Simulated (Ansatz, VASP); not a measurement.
Fe: VASP beside Ansatz

POSCAR

```
Fe
1.0
    2.5408986257      0.0000000000      0.0000000000
   -1.2704493128      2.2004827583      0.0000000000
    0.0000000000      0.0000000000      4.3841929212
Fe
2
Direct
    0.3333333333      0.6666666667      0.2500000000
    0.6666666667      0.3333333333      0.7500000000
```

Contents of INCAR.step1:

```
ALGO = Normal ; EDIFF = 1E-4
ENCUT = 520 ; GGA = PE
ISMEAR = 0 ; ISPIN = 2
LASPH = True ; LCHARG = False
LMAXMIX = 4 ; LREAL = False
LWAVE = True ; MAGMOM = 3.21 3.21
NBANDS = 19 ; NELM = 150
PREC = Accurate ; SIGMA = 0.1
```

INCAR.step2

```
ALGO = Normal ; EDIFF = 1E-7
ENCUT = 520 ; ISIF = 2
ISMEAR = 0 ; ISPIN = 2
ISTART = 1 ; LASPH = True
LCHARG = False ; LMAXMIX = 4
LMIXTAU = True ; LORBIT = 11
LREAL = False ; LWAVE = False
MAGMOM = 3.21 3.21 ; METAGGA = R2SCAN
NBANDS = 19 ; NELM = 150
PREC = Accurate ; SIGMA = 0.1
```

KPOINTS

```
k-points
0
Gamma
  18 18 10
```

Input for Ansatz:

```yaml
crystal:
  lattice:
    - [2.5408986257, 0.0, 0.0]
    - [-1.2704493128, 2.2004827583, 0.0]
    - [0.0, 0.0, 4.3841929212]
  atoms:
    - { symbol: Fe, position: [0.3333333333, 0.6666666667, 0.25], spin: 3.21 }
    - { symbol: Fe, position: [0.6666666667, 0.3333333333, 0.75], spin: 3.21 }
basis:
  ecutwfc: 500
kpoints:
  mp_grid: { grid: [18, 18, 10] }
  band_path:
    path:
      - [[0.0, 0.0, 0.0], [0.5, 0.0, 0.0], [0.33333333, 0.33333333, 0.0], [0.0, 0.0, 0.0], [0.0, 0.0, 0.5], [0.5, 0.0, 0.5], [0.33333333, 0.33333333, 0.5], [0.0, 0.0, 0.5]]
      - [[0.5, 0.0, 0.5], [0.5, 0.0, 0.0]]
      - [[0.33333333, 0.33333333, 0.5], [0.33333333, 0.33333333, 0.0]]
    npoints: 14
hamiltonian:
  xc: r2scan
scf:
  occupations: { method: gaussian, width: 0.1 }
  n_extra_bands: 6
output:
  forces: true
  stress: true
  eigenvalues: true
  populations: true
  dos: { projected: true, de: 0.02, nscf_kmesh: { grid: [27, 27, 15] } }
  bader: true
magnetization:
  spin_polarized: true
checkpoint:
  read: start.run
  write: ck
  compress: false
  write_wavefunctions: false
  write_every: 100000
```

Alike in both runs: task single point; functional r2SCAN; k mesh 18 × 18 × 10; occupations gaussian, width 0.1 eV; collinear spin.

|  | VASP | Ansatz |
| --- | --- | --- |
| version | VASP 6.6.1 | Ansatz 0.2.0 |
| potentials or method | VASP PAW PBE potentials, release 64 (Fe), cutoff 520 eV | scalar-relativistic, plane waves, PAW |
| valence electrons in the cell | 16 | 32 |

```tsv
	VASP	Ansatz	Ansatz less VASP
gap on the k mesh at the Fermi level (eV)	none	none	-
pressure (GPa)	-0.4	0.0	+0.36
traceless stress, the component that is largest in VASP (GPa)	0.25	-0.01	-0.255
net moment per atom (μB)	2.81	2.82	+0.004
size of the moment on the site where the two differ most (μB)	2.86	2.92	+0.061
```

VASP's potentials were made for PBE, not for r2SCAN. Site moments also hang on the region over which each program counts them. A gap of «none» marks a metal or a gap that the smearing closes. VASP's potentials hold 16 valence electrons a cell and Ansatz's 32, so a difference there can come from the potentials and not from the codes. Ansatz's warnings: moment headroom below auto, stability check not made.
